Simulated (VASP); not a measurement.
# Mn (Fd-3m) in VASP: a series of runs

The runs below take Mn through single point, with PBE.

All numbers are computed with VASP 6.6.1; they aren't measurements. Logs are shortened: lines on timing, memory, paths and dates and some standing lists are left out, and cuts for length are marked.

**1. The cell of the first run**

It takes space group Fd-3m (No. 227, cubic). The conventional cell has a = 4.177 Å, b = 4.177 Å, c = 4.177 Å, α = 90.00°, β = 90.00°, γ = 90.00°. Mn (site symmetry -43m) has 4 Mn at 1.81 Å within 2.4 Å.

This isn't the form of Mn at room conditions, which is a 58-atom cubic cell.

**2. Single point, PBE, collinear spin, ferromagnetic start (9.11 Å³/atom)**

The input, INCAR:

```
ALGO     = Normal         # electronic algorithm
EDIFF    = 1E-6           # SCF threshold, eV
ENCUT    = 600            # plane-wave cutoff, eV
GGA      = PE             # functional
GGA_COMPAT= F            
ISIF     = 2              # what is computed and relaxed
ISMEAR   = -1             # smearing method
ISPIN    = 2              # spin polarisation
LASPH    = T              # aspherical terms in the spheres
LCHARG   = F              # write CHGCAR
LMAXMIX  = 4              # l up to which the mixer works
LORBIT   = 11             # projections on sites
LREAL    = F              # projectors in reciprocal space
LWAVE    = F              # write WAVECAR
MAGMOM   = 3 3            # initial moments
NBANDS   = 26             # bands
NELM     = 200            # most SCF steps
PREC     = Accurate       # precision mode
SIGMA    = 0.1            # smearing width, eV
```

The input, KPOINTS:

```
k-points
0
Gamma
  14 14 14
```

The input, POSCAR:

```
Mn
1.0
    0.0000000000      2.0884685010      2.0884685010
    2.0884685010      0.0000000000      2.0884685010
    2.0884685010      2.0884685010      0.0000000000
Mn
2
Direct
   -0.1250000000     -0.1250000000     -0.1250000000
    0.1250000000      0.1250000000      0.1250000000
```

Potentials or basis: VASP PAW PBE potentials, release 64 (Mn_sv).

Started as:

```
cat potpaw_PBE.64/Mn_sv/POTCAR > POTCAR
mpirun -np 1 vasp_std > vasp.out
```

OUTCAR:

```text
EDIFF = 1E-6
   ENCUT = 600
   GGA = PE
   ISIF = 2
   ISMEAR = -1
   ISPIN = 2
   LASPH = T
   LORBIT = 11
   LREAL = F
   NELM = 200
   PREC = Accurate

 ion  position               nearest neighbor table
   1  0.875  0.875  0.875-   2 1.81   2 1.81   2 1.81   2 1.81
   2  0.125  0.125  0.125-   1 1.81   1 1.81   1 1.81   1 1.81

  LATTYP: Found a face centered cubic cell.
 ALAT       =     4.1769370020

  Lattice vectors:

 A1 = (   0.0000000000,   2.0884685010,   2.0884685010)
 A2 = (   2.0884685010,   0.0000000000,   2.0884685010)
 A3 = (   2.0884685010,   2.0884685010,   0.0000000000)

Analysis of symmetry for initial positions (statically):
=====================================================================
 Subroutine PRICEL returns:
 Original cell was already a primitive cell.

 Routine SETGRP: Setting up the symmetry group for a
 face centered cubic supercell.

 Subroutine GETGRP returns: Found 48 space group operations
 (whereof 12 operations were pure point group operations)
 out of a pool of 48 trial point group operations.

The static configuration has the point symmetry D_3d.
 The point group associated with its full space group is O_h .

Analysis of symmetry for dynamics (positions and initial velocities):
=====================================================================
 Subroutine PRICEL returns:
 Original cell was already a primitive cell.

 Routine SETGRP: Setting up the symmetry group for a
 face centered cubic supercell.

 Subroutine GETGRP returns: Found 48 space group operations
 (whereof 12 operations were pure point group operations)
 out of a pool of 48 trial point group operations.

The dynamic configuration has the point symmetry D_3d.
 The point group associated with its full space group is O_h .

Analysis of structural, dynamic, and magnetic symmetry:
=====================================================================
 Subroutine PRICEL returns:
 Original cell was already a primitive cell.

 Routine SETGRP: Setting up the symmetry group for a
 face centered cubic supercell.

 Subroutine GETGRP returns: Found 48 space group operations
 (whereof 12 operations were pure point group operations)
 out of a pool of 48 trial point group operations.

The overall configuration has the point symmetry D_3d.
 The point group associated with its full space group is O_h .

 Subroutine INISYM returns: Found 48 space group operations
 (whereof 12 operations are pure point group operations),
 and found     1 'primitive' translations

----------------------------------------------------------------------------------------

                                     Primitive cell

  volume of cell :      18.2185

  direct lattice vectors                    reciprocal lattice vectors
     0.000000000  2.088468501  2.088468501    -0.239409883  0.239409883  0.239409883
     2.088468501  0.000000000  2.088468501     0.239409883 -0.239409883  0.239409883
     2.088468501  2.088468501  0.000000000     0.239409883  0.239409883 -0.239409883

  length of vectors
     2.953540479  2.953540479  2.953540479     0.414670082  0.414670082  0.414670082

  position of ions in fractional coordinates (direct lattice)
     0.875000000  0.875000000  0.875000000
     0.125000000  0.125000000  0.125000000

  ion indices of the primitive-cell ions
   primitive index   ion index
                 1           1
                 2           2

----------------------------------------------------------------------------------------

 KPOINTS: k-points

Automatic generation of k-mesh.
 Grid dimensions read from file:
 generate k-points for:   14   14   14

 Generating k-lattice:

  Cartesian coordinates                     Fractional coordinates (reciprocal lattice)
    -0.017100706  0.017100706  0.017100706     0.071428571  0.000000000  0.000000000
     0.017100706 -0.017100706  0.017100706     0.000000000  0.071428571  0.000000000
     0.017100706  0.017100706 -0.017100706     0.000000000  0.000000000  0.071428571

  Length of vectors
     0.029619292  0.029619292  0.029619292

  Shift w.r.t. Gamma in fractional coordinates (k-lattice)
     0.000000000  0.000000000  0.000000000

 Subroutine IBZKPT returns following result:
 ===========================================

 Found    104 irreducible k-points:

 Following reciprocal coordinates:
            Coordinates               Weight
  0.000000  0.000000  0.000000      1.000000
  0.071429  0.000000  0.000000      8.000000
  0.142857  0.000000  0.000000      8.000000
  0.214286  0.000000  0.000000      8.000000
  0.285714  0.000000  0.000000      8.000000
  0.357143  0.000000  0.000000      8.000000
[... 16 lines left out ...]
  0.214286  0.142857  0.000000     24.000000
  0.285714  0.142857  0.000000     24.000000
 [... further k-points ...]
   k-points           NKPTS =    104   k-points in BZ     NKDIM =    104   number of bands    NBANDS=     26
   number of dos      NEDOS =    301   number of ions     NIONS =      2
   total plane-waves  NPLWV =  13824
   dimension x,y,z NGX =    24 NGY =   24 NGZ =   24
   dimension x,y,z NGXF=    48 NGYF=   48 NGZF=   48
   ions per type =               2
   NGX,Y,Z   is equivalent  to a cutoff of  13.51, 13.51, 13.51 a.u.
   NGXF,Y,Z  is equivalent  to a cutoff of  27.02, 27.02, 27.02 a.u.
 SYSTEM =  unknown system
   PREC   = accura    normal or accurate (medium, high low for compatibility)
   ISTART =      0    job   : 0-new  1-cont  2-samecut
   ICHARG =      2    charge: 1-file 2-atom 10-const
   ISPIN  =      2    spin polarized calculation?
   LNONCOLLINEAR =      F non collinear calculations
   LSORBIT =      F    spin-orbit coupling
   LASPH  =      T    aspherical Exc in radial PAW
   ENCUT  =  600.0 eV  44.10 Ry    6.64 a.u.   5.90  5.90  5.90*2*pi/ulx,y,z
   NELM   =    200;   NELMIN=  2; NELMDL= -5     # of ELM steps
   EDIFF  = 0.1E-05   stopping-criterion for ELM
   LREAL  =      F    real-space projection
   EDIFFG = 0.1E-04   stopping-criterion for IOM
   NSW    =      0    number of steps for IOM
   IBRION =     -1    ionic relax: 0-MD 1-quasi-New 2-CG
   NFREE  =      0    steps in history (QN), initial steepest desc. (CG)
   ISIF   =      2    stress and relaxation
   ISYM   =      2    0-nonsym 1-usesym 2-fastsym
   POTIM  = 0.5000    time-step for ionic-motion
   TEBEG  =    0.0;   TEEND  =   0.0 temperature during run
   PSTRESS=    0.0 pullay stress
   NELECT =      30.0000    total number of electrons
   NUPDOWN=      -1.0000    fix difference up-down
   EMIN   =  10.00;   EMAX   =-10.00  energy-range for DOS
   EFERMI =   0.00;   METHOD = LEGACY
   ISMEAR =    -1;   SIGMA  =   0.10  broadening in eV -4-tet -1-fermi 0-gaus
   EFERMI_NEDOS =   21; number of points for ismear=-14 and -15
   IALGO  =     38    algorithm
   IMIX   =      4    mixing-type and parameters
     AMIX     =   0.40;   BMIX     =  1.00
     AMIX_MAG =   1.60;   BMIX_MAG =  1.00
  volume/ion in A,a.u.               =       9.11        61.47
  Fermi-wavevector in a.u.,A,eV,Ry     =   1.933202  3.653223 50.848665  3.737271
  Thomas-Fermi vector in A             =   2.964781
   LORBIT       =     11    0 simple, 1 ext, 2 COOP (PROOUT), +10 PAW based schemes
   GGA     = PE    functional components
   LHFCALC =     F    Hartree Fock is set to
   AEXX    =    0.0000 exact exchange contribution
   IVDW    =     0    specifies the selected vdW correction
   LEPSILON=     F    determine dielectric tensor
   LRPA    =     F    only Hartree local field effects (RPA)
 spin polarized calculation
  energy-cutoff  :      600.00
  volume of cell :       18.22
 maximum number of plane-waves:       620
   NGX = 11   NGY = 11   NGZ = 11

 number of electron      29.9999985 magnetization      -0.1146932

 number of electron      29.9999985 magnetization       0.0003590

 Free energy of the ion-electron system (eV)
  ---------------------------------------------------
  ext. energy  EPLUGINS =         0.00000000
  ---------------------------------------------------
  free energy    TOTEN  =       -10.25904049 eV

  energy without entropy =      -10.18917074  energy(sigma->0) =      -10.22410562

 E-fermi :  17.2069     XC(G=0): -14.7249

 val. band max:       17.2033020973   @ k =  -0.3571   0.4286   0.1429
 cond. band min:      17.2104361716   @ k =  -0.4286   0.1429   0.0714
 fundamental gap:      0.0071340744
 Fermi energy:        17.2068843934

 spin component 1

 k-point     1 :       0.0000    0.0000    0.0000
  band No.  band energies     occupation
      1     -63.3401      1.00000
      2     -60.8157      1.00000
      3     -32.2865      1.00000
      4     -32.2865      1.00000
      5     -32.2865      1.00000
      6     -29.8360      1.00000
[... 18 lines left out ...]
     25      38.8414      0.00000
     26      38.8414      0.00000
[... 644 lines left out ...]
      4     -32.5974      1.00000
      5     -32.0592      1.00000
      6     -30.0363      1.00000
[... 18 lines left out ...]
     25      39.5091      0.00000
     26      40.7474      0.00000

 [... further k-points ...]

 spin component 2

 k-point     1 :       0.0000    0.0000    0.0000
  band No.  band energies     occupation
      1     -63.3399      1.00000
      2     -60.8155      1.00000
      3     -32.2863      1.00000
      4     -32.2863      1.00000
      5     -32.2863      1.00000
      6     -29.8358      1.00000
[... 18 lines left out ...]
     25      38.8416      0.00000
     26      38.8416      0.00000
[... 644 lines left out ...]
      4     -32.5973      1.00000
      5     -32.0591      1.00000
      6     -30.0361      1.00000
[... 18 lines left out ...]
     25      39.5092      0.00000
     26      40.7475      0.00000

 [... further k-points ...]

------------------------ aborting loop because EDIFF is reached ----------------------------------------

  FORCE on cell =-STRESS in cart. coord.  units (eV):
  Direction    XX          YY          ZZ          XY          YZ          ZX
  --------------------------------------------------------------------------------------
  -------------------------------------------------------------------------------------
  Total       23.3926390     23.3926390     23.3926390     -0.0000000     -0.0000000      0.0000000
  in kB     2057.1976341   2057.1976341   2057.1976341     -0.0000000     -0.0000000      0.0000000
  external PRESSURE =    2057.1976341 kB  Pullay stress =       0.0000000 kB

 VOLUME and BASIS-vectors are now :
 -----------------------------------------------------------------------------
  energy-cutoff  :      600.00
  volume of cell :       18.22
      direct lattice vectors                 reciprocal lattice vectors
     0.000000000  2.088468501  2.088468501    -0.239409883  0.239409883  0.239409883
     2.088468501  0.000000000  2.088468501     0.239409883 -0.239409883  0.239409883
     2.088468501  2.088468501  0.000000000     0.239409883  0.239409883 -0.239409883

 POSITION                                       TOTAL-FORCE (eV/Angst)
 -----------------------------------------------------------------------------------
      3.65482      3.65482      3.65482        -0.000000      0.000000     -0.000000
      0.52212      0.52212      0.52212         0.000000     -0.000000      0.000000
 -----------------------------------------------------------------------------------
    total drift:                                0.000000      0.000000      0.000000

  FREE ENERGIE OF THE ION-ELECTRON SYSTEM (eV)
  ---------------------------------------------------
  free  energy   TOTEN  =       -10.2590404929 eV

  energy  without entropy=      -10.1891707385  energy(sigma->0) =      -10.22410562

 total charge

# of ion       s       p       d       tot
------------------------------------------
    1        2.398   6.104   5.482  13.984
    2        2.398   6.104   5.482  13.984
--------------------------------------------------
tot          4.797  12.209  10.963  27.969

 magnetization (x)

# of ion       s       p       d       tot
------------------------------------------
    1        0.000   0.000   0.000   0.000
    2        0.000   0.000   0.000   0.000
--------------------------------------------------
tot          0.000   0.000   0.000   0.000
```

It took 50 s on 1 thread of Intel Xeon 6975P-C (Granite Rapids), shared host; peak memory 0.2 GiB.

Results:

* Free energy: -10.2590 eV
* Pressure: 205.7 GPa
* Band gap on the k mesh: zero (filled and empty bands overlap)
* Net moment: 0.00 μB per cell
* Valence electrons inside the program's atomic spheres: Mn 13.98

Caveat: atoms lie so close that the PAW spheres overlap strongly, which falsifies energies and pressures; the cell stands under pressure.

(Part 1 of 2 ends here.)
